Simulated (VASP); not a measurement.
Write the native input for VASP 6.6.1 that does the following.

```
Task                   : single point
Functional             : PBEsol
Dispersion             : D3(BJ)
Potentials or basis    : VASP PAW PBE potentials, release 64 (Au)
Cutoff                 : 520 eV
k mesh                 : 11 × 11 × 11
Occupations            : fermi-dirac, width 0.05 eV
Spin                   : no spin polarisation
Dipole correction      : no
Further INCAR settings : ALGO = Fast; EDIFF = 1e-06; NBANDS = 12
```

The structure of Au lies in POSCAR:

```
Au
1.0
    0.0000000000      2.0749120936      2.0749120936
    2.0749120936      0.0000000000      2.0749120936
    2.0749120936      2.0749120936      0.0000000000
Au
1
Direct
    0.0000000000      0.0000000000      0.0000000000
```

The input as run:

INCAR

```
ALGO = Fast ; EDIFF = 1E-6
ENCUT = 520 ; GGA = PS
ISIF = 2 ; ISMEAR = -1
IVDW = 12 ; LASPH = T
LCHARG = F ; LREAL = F
LWAVE = F ; NBANDS = 12
NELM = 100 ; PREC = Accurate
SIGMA = 0.05
```

KPOINTS

```
k-points
0
Gamma
  11 11 11
```

Potentials or basis: VASP PAW PBE potentials, release 64 (Au).

Command:

```bash
$ cat potpaw_PBE.64/Au/POTCAR > POTCAR
$ mpirun -np 1 vasp_std > vasp.out
```

Results of the run:

- Pressure: -13.2 GPa
- Dispersion energy per atom: -0.602 eV

Caveat: the PAW data sets were made with another functional, which shifts forces and pressure a little; pairwise dispersion overbinds metals, which lowers pressure and volume.

It took 8.3 s on 1 thread of Intel Xeon 6975P-C, with other jobs on the host, peak memory 0.15 GiB.
